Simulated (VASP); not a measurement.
BiTe: single point with PBE

Crystal: BiTe.

```xyz
2
Lattice="2.4227 1.3988 3.3173 -2.4227 1.3988 3.3173 0.0000 -2.7975 3.3173" Properties=species:S:1:pos:R:3 pbc="T T T"
Bi    0.0000    0.0000    4.9759
Te    0.0000    0.0000    0.0000
```

```json
{
 "Program": "VASP 6.6.1",
 "Task": "single point",
 "Functional": "PBE",
 "Potentials or basis": "VASP PAW PBE potentials, release 64 (Bi_d, Te)",
 "Cutoff": "500 eV",
 "k mesh": "3 × 3 × 3, shifted",
 "Occupations": "gaussian, width 0.1 eV",
 "Spin": "no spin polarisation"
}
```

```json
{"Pressure": "-0.3 GPa"}
```

Stress tensor (GPa, compression positive):
```
-0.06  0.00  0.00
 0.00 -0.06  0.00
 0.00  0.00 -0.88
```

Levels at points of the mesh, in eV from the Fermi level:
```tsv
k point	band 8	band 9	band 10	band 11	band 12	band 13
(0.50, 0.50, 0.50)	-2.03	-2.03	-1.92	-1.29	-0.99	-0.99
```

It took 6.7 s on 1 thread of Intel Xeon 6975P-C, on a shared host, peak memory 0.18 GiB.

Caveat: the k points lie up to 0.54 Å⁻¹ apart; spin-orbit coupling is left out, which moves the levels of the heavy elements.
